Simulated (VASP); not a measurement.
Input of a VASP 6.6.1 run:

INCAR

```
PREC = Accurate
ENCUT = 520
EDIFF = 1E-6
ISMEAR = 0
SIGMA = 0.01
LREAL = False
LASPH = True
NELM = 100
ALGO = Normal
ISIF = 2
LWAVE = False
LCHARG = False
GGA = PS
IBRION = 2
NSW = 50
EDIFFG = -0.002
```

The input KPOINTS:

```
Automatic mesh
0
Gamma
  10 10 10
```

Contents of POSCAR:

```
SiC
1.0
    0.0108920594      2.1838579002      2.1838579002
    2.1838579002      0.0108920594      2.1838579002
    2.1838579002      2.1838579002      0.0108920594
Si C
1 1
Direct
    0.0000000000      0.0000000000      0.0000000000
    0.7500000000      0.7500000000      0.7500000000
```

Potentials or basis: VASP PAW PBE potentials, release 64 (Si, C).

Command:

```bash
$ cat potpaw_PBE.64/Si/POTCAR potpaw_PBE.64/C/POTCAR > POTCAR
$ mpirun -np 1 vasp_std > vasp.out
```

Question: Estimate the energy gained by relaxing.

Answer: 0.1 meV/atom.

Question: What does it give for the band gap on the k mesh?

Answer: 1.21 eV (least direct gap 4.40 eV).

Final structure:
```
Si C
1.0
     0.01089    2.18386    2.18386
     2.18386    0.01089    2.18386
     2.18386    2.18386    0.01089
Si C
1 1
Direct
  0.99975 0.99975 0.99975
  0.75025 0.75025 0.75025
```

Caveat: the cell differs from its parent crystal (equal xy, yz and zx engineering shears of +0.5 %). A k mesh can miss the band edges.
